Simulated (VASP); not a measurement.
# AgCl (P6_3/mmc) in VASP: a series of runs

Aim: see how the results for AgCl move with the level of theory and the settings. Levels: r2SCAN, PBE. Tasks: single point.

All numbers are computed with VASP 6.6.1; they aren't measurements. Logs are shortened: lines on timing, memory, paths and dates and some standing lists are left out, and cuts for length are marked.

### 1 The cell of the first run

It takes space group P6_3/mmc (No. 194, hexagonal). The conventional cell has a = 4.045 Å, b = 4.045 Å, c = 6.262 Å, α = 90.00°, β = 90.00°, γ = 120.00°. Within 3.7 Å of Ag (site symmetry -3m) lie 6 Cl at 2.81 Å and 2 Ag at 3.13 Å. Cl (site symmetry -6m2) has 6 Ag at 2.81 Å within 3.7 Å.

### 2 Single point, r2SCAN (volume changed by +3%)

POSCAR reads:

```
AgCl
1.0
    4.0445170696      0.0000000000      0.0000000000
   -2.0222585348      3.5026545283      0.0000000000
    0.0000000000      0.0000000000      6.2624354829
Ag Cl
2 2
Direct
    0.0000000000      0.0000000000      0.0000000000
    0.0000000000      0.0000000000      0.5000000000
    0.3333333333      0.6666666667      0.2500000000
    0.6666666667      0.3333333333      0.7500000000
```

INCAR.step1 reads:

```
SYSTEM = AgCl
PREC = Accurate
ENCUT = 520
ISMEAR = 0
SIGMA = 0.01
LREAL = .FALSE.
LASPH = .TRUE.
NELM = 80
NBANDS = 26
GGA = PE
ALGO = Normal
EDIFF = 1E-4
LWAVE = .TRUE.
LCHARG = .FALSE.
```

INCAR.step2 reads:

```
SYSTEM = AgCl
PREC = Accurate
ENCUT = 520
EDIFF = 1E-6
ISMEAR = 0
SIGMA = 0.01
LREAL = .FALSE.
LASPH = .TRUE.
NELM = 80
ALGO = Normal
ISIF = 2
LWAVE = .FALSE.
LCHARG = .FALSE.
METAGGA = R2SCAN
LMIXTAU = .TRUE.
NBANDS = 26
ISTART = 1
```

KPOINTS reads:

```
regular mesh
0
G
  6 6 4
  0 0 0
```

Potentials or basis: VASP PAW PBE potentials, release 64 (Ag, Cl).

Command:

```bash
$ cat potpaw_PBE.64/Ag/POTCAR potpaw_PBE.64/Cl/POTCAR > POTCAR
$ cp INCAR.step1 INCAR
$ mpirun -np 1 vasp_std > vasp.out
$ cp INCAR.step2 INCAR
$ mpirun -np 1 vasp_std > vasp.out
```

OUTCAR:

```text
SYSTEM = AgCl
   PREC = Accurate
   ENCUT = 520
   EDIFF = 1E-6
   ISMEAR = 0
   LREAL = .FALSE.
   LASPH = .TRUE.
   NELM = 80
   ISIF = 2
   METAGGA = R2SCAN
   ISTART = 1

 ion  position               nearest neighbor table
   1  0.000  0.000  0.000-   3 2.81   4 2.81   3 2.81   4 2.81   4 2.81   3 2.81   2 3.13   2 3.13

   2  0.000  0.000  0.500-   3 2.81   4 2.81   3 2.81   4 2.81   4 2.81   3 2.81   1 3.13   1 3.13

   3  0.333  0.667  0.250-   1 2.81   2 2.81   1 2.81   2 2.81   1 2.81   2 2.81
   4  0.667  0.333  0.750-   1 2.81   2 2.81   1 2.81   2 2.81   1 2.81   2 2.81

  LATTYP: Found a hexagonal cell.
 ALAT       =     4.0445170696
 C/A-ratio  =     1.5483765738

  Lattice vectors:

 A1 = (   4.0445170696,   0.0000000000,   0.0000000000)
 A2 = (  -2.0222585348,   3.5026545283,   0.0000000000)
 A3 = (   0.0000000000,   0.0000000000,   6.2624354829)

Analysis of symmetry for initial positions (statically):
=====================================================================
 Subroutine PRICEL returns:
 Original cell was already a primitive cell.

 Routine SETGRP: Setting up the symmetry group for a
 hexagonal supercell.

 Subroutine GETGRP returns: Found 24 space group operations
 (whereof 12 operations were pure point group operations)
 out of a pool of 24 trial point group operations.

The static configuration has the point symmetry D_3d.
 The point group associated with its full space group is D_6h.

Analysis of symmetry for dynamics (positions and initial velocities):
=====================================================================
 Subroutine PRICEL returns:
 Original cell was already a primitive cell.

 Routine SETGRP: Setting up the symmetry group for a
 hexagonal supercell.

 Subroutine GETGRP returns: Found 24 space group operations
 (whereof 12 operations were pure point group operations)
 out of a pool of 24 trial point group operations.

The dynamic configuration has the point symmetry D_3d.
 The point group associated with its full space group is D_6h.

 Subroutine INISYM returns: Found 24 space group operations
 (whereof 12 operations are pure point group operations),
 and found     1 'primitive' translations

----------------------------------------------------------------------------------------

                                     Primitive cell

  volume of cell :      88.7171

  direct lattice vectors                    reciprocal lattice vectors
     4.044517070  0.000000000  0.000000000     0.247248307  0.142748877  0.000000000
    -2.022258535  3.502654528  0.000000000     0.000000000  0.285497754  0.000000000
     0.000000000  0.000000000  6.262435483     0.000000000  0.000000000  0.159682284

  length of vectors
     4.044517070  4.044517070  6.262435483     0.285497754  0.285497754  0.159682284

  position of ions in fractional coordinates (direct lattice)
     0.000000000  0.000000000  0.000000000
     0.000000000  0.000000000  0.500000000
     0.333333333  0.666666667  0.250000000
     0.666666667  0.333333333  0.750000000

  ion indices of the primitive-cell ions
   primitive index   ion index
                 1           1
                 2           2
                 3           3
                 4           4

----------------------------------------------------------------------------------------

 KPOINTS: regular mesh

Automatic generation of k-mesh.
 Grid dimensions read from file:
 generate k-points for:    6    6    4

 Generating k-lattice:

  Cartesian coordinates                     Fractional coordinates (reciprocal lattice)
     0.041208051  0.023791479  0.000000000     0.166666667  0.000000000  0.000000000
     0.000000000  0.047582959  0.000000000     0.000000000  0.166666667  0.000000000
     0.000000000  0.000000000  0.039920571     0.000000000  0.000000000  0.250000000

  Length of vectors
     0.047582959  0.047582959  0.039920571

  Shift w.r.t. Gamma in fractional coordinates (k-lattice)
     0.000000000  0.000000000  0.000000000

 Subroutine IBZKPT returns following result:
 ===========================================

 Found     21 irreducible k-points:

 Following reciprocal coordinates:
            Coordinates               Weight
  0.000000  0.000000  0.000000      1.000000
  0.166667  0.000000  0.000000      6.000000
  0.333333  0.000000  0.000000      6.000000
  0.500000 -0.000000  0.000000      3.000000
  0.166667  0.166667  0.000000      6.000000
  0.333333  0.166667  0.000000     12.000000
[... 13 lines left out ...]
  0.333333  0.166667  0.500000     12.000000
  0.333333  0.333333  0.500000      2.000000
   k-points           NKPTS =     21   k-points in BZ     NKDIM =     21   number of bands    NBANDS=     26
   number of dos      NEDOS =    301   number of ions     NIONS =      4
   total plane-waves  NPLWV =  43200
   dimension x,y,z NGX =    30 NGY =   30 NGZ =   48
   dimension x,y,z NGXF=    60 NGYF=   60 NGZF=   96
   ions per type =               2   2
   NGX,Y,Z   is equivalent  to a cutoff of  12.33, 12.33, 12.74 a.u.
   NGXF,Y,Z  is equivalent  to a cutoff of  24.66, 24.66, 25.48 a.u.
 SYSTEM =  AgCl
   PREC   = accura    normal or accurate (medium, high low for compatibility)
   ISTART =      1    job   : 0-new  1-cont  2-samecut
   ICHARG =      0    charge: 1-file 2-atom 10-const
   ISPIN  =      1    spin polarized calculation?
   LNONCOLLINEAR =      F non collinear calculations
   LSORBIT =      F    spin-orbit coupling
   LASPH  =      T    aspherical Exc in radial PAW
   ENCUT  =  520.0 eV  38.22 Ry    6.18 a.u.   7.52  7.52 11.64*2*pi/ulx,y,z
   NELM   =     80;   NELMIN=  2; NELMDL=  0     # of ELM steps
   EDIFF  = 0.1E-05   stopping-criterion for ELM
   LREAL  =      F    real-space projection
   EDIFFG = 0.1E-04   stopping-criterion for IOM
   NSW    =      0    number of steps for IOM
   IBRION =     -1    ionic relax: 0-MD 1-quasi-New 2-CG
   NFREE  =      0    steps in history (QN), initial steepest desc. (CG)
   ISIF   =      2    stress and relaxation
   ISYM   =      2    0-nonsym 1-usesym 2-fastsym
   POTIM  = 0.5000    time-step for ionic-motion
   TEBEG  =    0.0;   TEEND  =   0.0 temperature during run
   PSTRESS=    0.0 pullay stress
   NELECT =      36.0000    total number of electrons
   NUPDOWN=      -1.0000    fix difference up-down
   EMIN   =  10.00;   EMAX   =-10.00  energy-range for DOS
   EFERMI =   0.00;   METHOD = LEGACY
   ISMEAR =     0;   SIGMA  =   0.01  broadening in eV -4-tet -1-fermi 0-gaus
   EFERMI_NEDOS =   21; number of points for ismear=-14 and -15
   IALGO  =     38    algorithm
   IMIX   =      4    mixing-type and parameters
     AMIX     =   0.40;   BMIX     =  1.00
     AMIX_MAG =   1.60;   BMIX_MAG =  1.00
  volume/ion in A,a.u.               =      22.18       149.67
  Fermi-wavevector in a.u.,A,eV,Ry     =   1.212011  2.290369 19.986561  1.468971
  Thomas-Fermi vector in A             =   2.347509
   LORBIT       =      0    0 simple, 1 ext, 2 COOP (PROOUT), +10 PAW based schemes
   METAGGA = R2SCAN    functional components
   LHFCALC =     F    Hartree Fock is set to
   AEXX    =    0.0000 exact exchange contribution
   IVDW    =     0    specifies the selected vdW correction
   LEPSILON=     F    determine dielectric tensor
   LRPA    =     F    only Hartree local field effects (RPA)
 non-spin polarized calculation
 Gauss-broadening in eV      SIGMA  =   0.01
  energy-cutoff  :      520.00
  volume of cell :       88.72
 maximum number of plane-waves:      2417
   NGX = 15   NGY = 15   NGZ = 23

 number of electron      36.0000009 magnetization

 Free energy of the ion-electron system (eV)
  ---------------------------------------------------
  ext. energy  EPLUGINS =         0.00000000
  ---------------------------------------------------
  free energy    TOTEN  =       -57.25007960 eV

  energy without entropy =      -57.25007960  energy(sigma->0) =      -57.25007960

 E-fermi :   3.0201     XC(G=0): -10.2626

 val. band max:        2.9381585483   @ k =   0.0000   0.0000   0.0000
 cond. band min:       4.3634139638   @ k =   0.0000   0.0000   0.0000
 fundamental gap:      1.4252554156
 Fermi energy:         3.0201145674

 k-point     1 :       0.0000    0.0000    0.0000
  band No.  band energies     occupation
      1     -12.5011      2.00000
      2     -12.0654      2.00000
      3      -1.8878      2.00000
      4      -1.1743      2.00000
      5      -1.1743      2.00000
      6      -0.0536      2.00000
[... 18 lines left out ...]
     25      14.5757      0.00000
     26      14.6823      0.00000

 k-point     2 :       0.1667    0.0000    0.0000
  band No.  band energies     occupation
      1     -12.4229      2.00000
      2     -12.0604      2.00000
      3      -1.6491      2.00000
      4      -1.1413      2.00000
      5      -1.0967      2.00000
      6      -0.5105      2.00000
[... 18 lines left out ...]
     25      13.1476      0.00000
     26      13.2264      0.00000

 k-point     3 :       0.3333    0.0000    0.0000
  band No.  band energies     occupation
      1     -12.2499      2.00000
      2     -12.0598      2.00000
      3      -1.5444      2.00000
      4      -1.1286      2.00000
      5      -1.1267      2.00000
      6      -0.8762      2.00000
[... 18 lines left out ...]
     25      12.1061      0.00000
     26      13.6971      0.00000

 k-point     4 :       0.5000   -0.0000    0.0000
  band No.  band energies     occupation
      1     -12.1252      2.00000
      2     -12.0938      2.00000
      3      -1.9713      2.00000
      4      -1.1533      2.00000
      5      -1.0125      2.00000
      6      -0.6965      2.00000
[... 18 lines left out ...]
     25      11.8556      0.00000
     26      14.8772      0.00000
[... 409 lines left out ...]
      1     -12.1786      2.00000
      2     -12.1786      2.00000
      3      -1.4444      2.00000
      4      -1.4444      2.00000
      5      -0.7956      2.00000
      6      -0.7956      2.00000
[... 18 lines left out ...]
     25      13.0601      0.00000
     26      13.0601      0.00000

 k-point    20 :       0.3333    0.1667    0.5000
  band No.  band energies     occupation
      1     -12.1088      2.00000
      2     -12.1088      2.00000
      3      -1.4750      2.00000
      4      -1.4750      2.00000
      5      -0.9121      2.00000
      6      -0.9121      2.00000
[... 18 lines left out ...]
     25      12.9188      0.00000
     26      12.9188      0.00000

 k-point    21 :       0.3333    0.3333    0.5000
  band No.  band energies     occupation
      1     -12.0855      2.00000
      2     -12.0855      2.00000
      3      -1.2714      2.00000
      4      -1.2714      2.00000
      5      -0.9912      2.00000
      6      -0.9912      2.00000
[... 18 lines left out ...]
     25      12.9359      0.00000
     26      12.9359      0.00000

------------------------ aborting loop because EDIFF is reached ----------------------------------------

  FORCE on cell =-STRESS in cart. coord.  units (eV):
  Direction    XX          YY          ZZ          XY          YZ          ZX
  --------------------------------------------------------------------------------------
  -------------------------------------------------------------------------------------
  Total       -0.8240512     -0.8240512     -0.8336323      0.0000000     -0.0000000      0.0000000
  in kB      -14.8818717    -14.8818717    -15.0549006      0.0000000     -0.0000000      0.0000000
  external PRESSURE =     -14.9395480 kB  Pullay stress =       0.0000000 kB

 VOLUME and BASIS-vectors are now :
 -----------------------------------------------------------------------------
  energy-cutoff  :      520.00
  volume of cell :       88.72
      direct lattice vectors                 reciprocal lattice vectors
     4.044517070  0.000000000  0.000000000     0.247248307  0.142748877  0.000000000
    -2.022258535  3.502654528  0.000000000     0.000000000  0.285497754  0.000000000
     0.000000000  0.000000000  6.262435483     0.000000000  0.000000000  0.159682284

 POSITION                                       TOTAL-FORCE (eV/Angst)
 -----------------------------------------------------------------------------------
      0.00000      0.00000      0.00000        -0.000000      0.000000      0.000000
      0.00000      0.00000      3.13122        -0.000000      0.000000      0.000000
     -0.00000      2.33510      1.56561         0.000000     -0.000000      0.000000
      2.02226      1.16755      4.69683        -0.000000      0.000000     -0.000000
 -----------------------------------------------------------------------------------
    total drift:                               -0.000000      0.000000     -0.000000

  FREE ENERGIE OF THE ION-ELECTRON SYSTEM (eV)
  ---------------------------------------------------
  free  energy   TOTEN  =       -57.2500796018 eV

  energy  without entropy=      -57.2500796018  energy(sigma->0) =      -57.25007960
```

Run time: 76 s. Hardware: 1 thread of Intel Xeon 6975P-C (Granite Rapids), shared host; peak memory 0.22 GiB.

Results:

```
Free energy            : -57.2501 eV
Pressure               : -1.5 GPa
Band gap on the k mesh : 1.43 eV, direct
```

Caveat: the PAW data sets were made with another functional, which shifts forces and pressure a little.

[end of part 1 of 2]
